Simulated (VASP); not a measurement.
# Ta (Im-3m) in VASP: further runs

Runs on Ta. Level: PBE. Tasks: single point, relaxation of cell and atoms.

Program: VASP 6.6.1. These are calculated values, not measurements. Logs are shortened: lines on timing, memory, paths and dates and some standing lists are left out, and cuts for length are marked.

## Step 1: The cell of the first run

Symmetry: Im-3m, No. 229, cubic system. Conventional cell: a = 3.195 Å, b = 3.195 Å, c = 3.195 Å, α = 90.00°, β = 90.00°, γ = 90.00°. Within 3.6 Å of Ta (site symmetry m-3m) lie 14 Ta at 2.77 to 3.20 Å.

## Step 2: Single point, PBE

Input file INCAR:

```
  PREC = Accurate
  ENCUT = 520
  EDIFF = 1E-6
  ISMEAR = -1
  SIGMA = 0.05
  LREAL = F
  LASPH = T
  NELM = 80
  ALGO = Normal
  ISIF = 2
  LWAVE = F
  LCHARG = T
  GGA = PE
  LELF = T
  LVHAR = T
  NBANDS = 12
```

Input file KPOINTS:

```
regular mesh
0
Gamma
  7 7 7
```

Input file POSCAR:

```
Ta
1.0
   -1.5977014738      1.5977014738      1.5977014738
    1.5977014738     -1.5977014738      1.5977014738
    1.5977014738      1.5977014738     -1.5977014738
Ta
1
Direct
    0.0000000000      0.0000000000      0.0000000000
```

Potentials or basis: VASP PAW PBE potentials, release 64 (Ta_pv).

Started as:

```bash
> cat potpaw_PBE.64/Ta_pv/POTCAR > POTCAR
> mpirun -np 1 vasp_std > vasp.out
```

OUTCAR:

```text
PREC = Accurate
   ENCUT = 520
   EDIFF = 1E-6
   ISMEAR = -1
   LREAL = F
   LASPH = T
   NELM = 80
   ISIF = 2
   GGA = PE

 ion  position               nearest neighbor table
   1  0.000  0.000  0.000-

  LATTYP: Found a body centered cubic cell.
 ALAT       =     3.1954029476

  Lattice vectors:

 A1 = (  -1.5977014738,   1.5977014738,   1.5977014738)
 A2 = (   1.5977014738,  -1.5977014738,   1.5977014738)
 A3 = (   1.5977014738,   1.5977014738,  -1.5977014738)

Analysis of symmetry for initial positions (statically):
=====================================================================
 Subroutine PRICEL returns:
 Original cell was already a primitive cell.

 Routine SETGRP: Setting up the symmetry group for a
 body centered cubic supercell.

 Subroutine GETGRP returns: Found 48 space group operations
 (whereof 48 operations were pure point group operations)
 out of a pool of 48 trial point group operations.

The static configuration has the point symmetry O_h .

Analysis of symmetry for dynamics (positions and initial velocities):
=====================================================================
 Subroutine PRICEL returns:
 Original cell was already a primitive cell.

 Routine SETGRP: Setting up the symmetry group for a
 body centered cubic supercell.

 Subroutine GETGRP returns: Found 48 space group operations
 (whereof 48 operations were pure point group operations)
 out of a pool of 48 trial point group operations.

The dynamic configuration has the point symmetry O_h .

 Subroutine INISYM returns: Found 48 space group operations
 (whereof 48 operations are pure point group operations),
 and found     1 'primitive' translations

----------------------------------------------------------------------------------------

                                     Primitive cell

  volume of cell :      16.3135

  direct lattice vectors                    reciprocal lattice vectors
    -1.597701474  1.597701474  1.597701474     0.000000000  0.312949577  0.312949577
     1.597701474 -1.597701474  1.597701474     0.312949577  0.000000000  0.312949577
     1.597701474  1.597701474 -1.597701474     0.312949577  0.312949577  0.000000000

  length of vectors
     2.767300128  2.767300128  2.767300128     0.442577536  0.442577536  0.442577536

  position of ions in fractional coordinates (direct lattice)
     0.000000000  0.000000000  0.000000000

  ion indices of the primitive-cell ions
   primitive index   ion index
                 1           1

----------------------------------------------------------------------------------------

 KPOINTS: regular mesh

Automatic generation of k-mesh.
 Grid dimensions read from file:
 generate k-points for:    7    7    7

 Generating k-lattice:

  Cartesian coordinates                     Fractional coordinates (reciprocal lattice)
     0.000000000  0.044707082  0.044707082     0.142857143  0.000000000  0.000000000
     0.044707082  0.000000000  0.044707082     0.000000000  0.142857143  0.000000000
     0.044707082  0.044707082  0.000000000     0.000000000  0.000000000  0.142857143

  Length of vectors
     0.063225362  0.063225362  0.063225362

  Shift w.r.t. Gamma in fractional coordinates (k-lattice)
     0.000000000  0.000000000  0.000000000

 Subroutine IBZKPT returns following result:
 ===========================================

 Found     20 irreducible k-points:

 Following reciprocal coordinates:
            Coordinates               Weight
  0.000000  0.000000  0.000000      1.000000
  0.142857  0.000000  0.000000     12.000000
  0.285714  0.000000  0.000000     12.000000
  0.428571  0.000000  0.000000     12.000000
  0.142857  0.142857  0.000000     24.000000
  0.285714  0.142857  0.000000     48.000000
[... 12 lines left out ...]
 -0.428571 -0.428571  0.285714      8.000000
 -0.428571  0.428571  0.428571      6.000000
   k-points           NKPTS =     20   k-points in BZ     NKDIM =     20   number of bands    NBANDS=     12
   number of dos      NEDOS =    301   number of ions     NIONS =      1
   total plane-waves  NPLWV =  13824
   dimension x,y,z NGX =    24 NGY =   24 NGZ =   24
   dimension x,y,z NGXF=    48 NGYF=   48 NGZF=   48
   ions per type =               1
   NGX,Y,Z   is equivalent  to a cutoff of  14.42, 14.42, 14.42 a.u.
   NGXF,Y,Z  is equivalent  to a cutoff of  28.84, 28.84, 28.84 a.u.
 SYSTEM =  unknown system
   PREC   = accura    normal or accurate (medium, high low for compatibility)
   ISTART =      0    job   : 0-new  1-cont  2-samecut
   ICHARG =      2    charge: 1-file 2-atom 10-const
   ISPIN  =      1    spin polarized calculation?
   LNONCOLLINEAR =      F non collinear calculations
   LSORBIT =      F    spin-orbit coupling
   LASPH  =      T    aspherical Exc in radial PAW
   ENCUT  =  520.0 eV  38.22 Ry    6.18 a.u.   5.15  5.15  5.15*2*pi/ulx,y,z
   NELM   =     80;   NELMIN=  2; NELMDL= -5     # of ELM steps
   EDIFF  = 0.1E-05   stopping-criterion for ELM
   LREAL  =      F    real-space projection
   EDIFFG = 0.1E-04   stopping-criterion for IOM
   NSW    =      0    number of steps for IOM
   IBRION =     -1    ionic relax: 0-MD 1-quasi-New 2-CG
   NFREE  =      0    steps in history (QN), initial steepest desc. (CG)
   ISIF   =      2    stress and relaxation
   ISYM   =      2    0-nonsym 1-usesym 2-fastsym
   POTIM  = 0.5000    time-step for ionic-motion
   TEBEG  =    0.0;   TEEND  =   0.0 temperature during run
   PSTRESS=    0.0 pullay stress
   NELECT =      11.0000    total number of electrons
   NUPDOWN=      -1.0000    fix difference up-down
   EMIN   =  10.00;   EMAX   =-10.00  energy-range for DOS
   EFERMI =   0.00;   METHOD = LEGACY
   ISMEAR =    -1;   SIGMA  =   0.05  broadening in eV -4-tet -1-fermi 0-gaus
   EFERMI_NEDOS =   21; number of points for ismear=-14 and -15
   IALGO  =     38    algorithm
   IMIX   =      4    mixing-type and parameters
     AMIX     =   0.40;   BMIX     =  1.00
     AMIX_MAG =   1.60;   BMIX_MAG =  1.00
  volume/ion in A,a.u.               =      16.31       110.09
  Fermi-wavevector in a.u.,A,eV,Ry     =   1.435567  2.712828 28.039597  2.060852
  Thomas-Fermi vector in A             =   2.554851
   LORBIT       =      0    0 simple, 1 ext, 2 COOP (PROOUT), +10 PAW based schemes
   GGA     = PE    functional components
   LHFCALC =     F    Hartree Fock is set to
   AEXX    =    0.0000 exact exchange contribution
   IVDW    =     0    specifies the selected vdW correction
   LEPSILON=     F    determine dielectric tensor
   LRPA    =     F    only Hartree local field effects (RPA)
 non-spin polarized calculation
  energy-cutoff  :      520.00
  volume of cell :       16.31
 maximum number of plane-waves:       445
 NGX is ok and might be reduce to    24
   NGX = 11   NGY = 11   NGZ = 11

 number of electron      11.0000000 magnetization

 Free energy of the ion-electron system (eV)
  ---------------------------------------------------
  ext. energy  EPLUGINS =         0.00000000
  ---------------------------------------------------
  free energy    TOTEN  =       -11.66742300 eV

  energy without entropy =      -11.65757275  energy(sigma->0) =      -11.66249788

 E-fermi :   6.1385     XC(G=0): -13.1412

 val. band max:        5.9907273047   @ k =   0.2857   0.1429   0.1429
 cond. band min:       6.1454536394   @ k =   0.2857   0.0000   0.0000
 fundamental gap:      0.1547263347
 Fermi energy:         6.1384994919

 k-point     1 :       0.0000    0.0000    0.0000
  band No.  band energies     occupation
      1     -26.3971      2.00000
      2     -26.3971      2.00000
      3     -26.3971      2.00000
      4      -1.9614      2.00000
      5       7.0173      0.00000
      6       7.0173      0.00000
      7       7.0173      0.00000
      8      10.6594      0.00000
      9      10.6594      0.00000
     10      21.8069      0.00000
     11      21.8069      0.00000
     12      21.8069      0.00000

 k-point     2 :       0.1429    0.0000    0.0000
  band No.  band energies     occupation
      1     -26.7288      2.00000
      2     -26.4971      2.00000
      3     -26.3998      2.00000
      4      -0.9824      2.00000
      5       6.4045      0.00974
      6       6.7304      0.00001
      7       8.0216      0.00000
      8       9.9494      0.00000
      9      10.6782      0.00000
     10      21.2871      0.00000
     11      22.5808      0.00000
     12      23.5141      0.00000

 k-point     3 :       0.2857    0.0000    0.0000
  band No.  band energies     occupation
      1     -27.4219      2.00000
      2     -26.7153      2.00000
      3     -26.4061      2.00000
      4       0.9647      2.00000
      5       5.2801      2.00000
      6       6.1455      0.93057
      7      10.1984      0.00000
      8      10.8060      0.00000
      9      10.9867      0.00000
     10      21.2822      0.00000
     11      21.6817      0.00000
     12      23.7412      0.00000
[... 226 lines left out ...]
 k-point    19 :      -0.4286   -0.4286    0.2857
  band No.  band energies     occupation
      1     -27.5414      2.00000
      2     -27.5414      2.00000
      3     -27.1429      2.00000
      4       2.8667      2.00000
      5       2.8667      2.00000
      6       8.1135      0.00000
      7      12.1837      0.00000
      8      12.1837      0.00000
      9      17.6511      0.00000
     10      18.3599      0.00000
     11      18.3599      0.00000
     12      21.2901      0.00000

 k-point    20 :      -0.4286    0.4286    0.4286
  band No.  band energies     occupation
      1     -27.5085      2.00000
      2     -27.4474      2.00000
      3     -27.4474      2.00000
      4       2.1446      2.00000
      5       2.2900      2.00000
      6      11.9253      0.00000
      7      11.9253      0.00000
      8      13.4229      0.00000
      9      14.5877      0.00000
     10      18.5226      0.00000
     11      18.5226      0.00000
     12      21.2785      0.00000

------------------------ aborting loop because EDIFF is reached ----------------------------------------

  FORCE on cell =-STRESS in cart. coord.  units (eV):
  Direction    XX          YY          ZZ          XY          YZ          ZX
  --------------------------------------------------------------------------------------
  -------------------------------------------------------------------------------------
  Total        3.1195488      3.1195488      3.1195488      0.0000000     -0.0000000      0.0000000
  in kB      306.3765118    306.3765118    306.3765118      0.0000000     -0.0000000      0.0000000
  external PRESSURE =     306.3765118 kB  Pullay stress =       0.0000000 kB

 VOLUME and BASIS-vectors are now :
 -----------------------------------------------------------------------------
  energy-cutoff  :      520.00
  volume of cell :       16.31
      direct lattice vectors                 reciprocal lattice vectors
    -1.597701474  1.597701474  1.597701474     0.000000000  0.312949577  0.312949577
     1.597701474 -1.597701474  1.597701474     0.312949577  0.000000000  0.312949577
     1.597701474  1.597701474 -1.597701474     0.312949577  0.312949577  0.000000000

 POSITION                                       TOTAL-FORCE (eV/Angst)
 -----------------------------------------------------------------------------------
      0.00000      0.00000      0.00000        -0.000000     -0.000000     -0.000000
 -----------------------------------------------------------------------------------
    total drift:                               -0.000000      0.000000     -0.000000

  FREE ENERGIE OF THE ION-ELECTRON SYSTEM (eV)
  ---------------------------------------------------
  free  energy   TOTEN  =       -11.6674230034 eV

  energy  without entropy=      -11.6575727545  energy(sigma->0) =      -11.66249788
```

Run time: 3.9 s. Hardware: 1 thread of Intel Xeon 6975P-C, shared host; peak memory 0.14 GiB.

What came out:

- Free energy: -11.6674 eV
- Pressure: 30.6 GPa

Caveat: the k points lie up to 0.40 Å⁻¹ apart; spin-orbit coupling is left out, which moves the levels of the heavy elements.

[end of part 1 of 3]
